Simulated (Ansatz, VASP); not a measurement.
**Sn: VASP beside Ansatz**

```
Sn
1.0
     0.00000    3.21164    3.21164
     3.21164    0.00000    3.21164
     3.21164    3.21164    0.00000
Sn
2
Cartesian
  4.8175 4.8175 4.8175
  3.2116 3.2116 3.2116
```

Alike in both runs: task single point; functional BLYP; k mesh 7 × 7 × 7; occupations fermi-dirac, width 0.05 eV; no spin polarisation.

|  | VASP | Ansatz |
| --- | --- | --- |
| version | VASP 6.6.1 | Ansatz 0.2.0 |
| potentials or method | VASP PAW PBE potentials, release 64 (Sn_d) | Ansatz PAW |
| plane-wave cutoff (eV) | 520 | 420 |
| valence electrons in the cell | 28 | 28 |

```tsv
	VASP	Ansatz	Ansatz less VASP
gap on the k mesh at the Fermi level (eV)	none	none	-
pressure (GPa)	7.7	7.7	-0.02
```

VASP's potentials were made for PBE, not for BLYP. A gap of «none» marks a metal or a gap that the smearing closes.
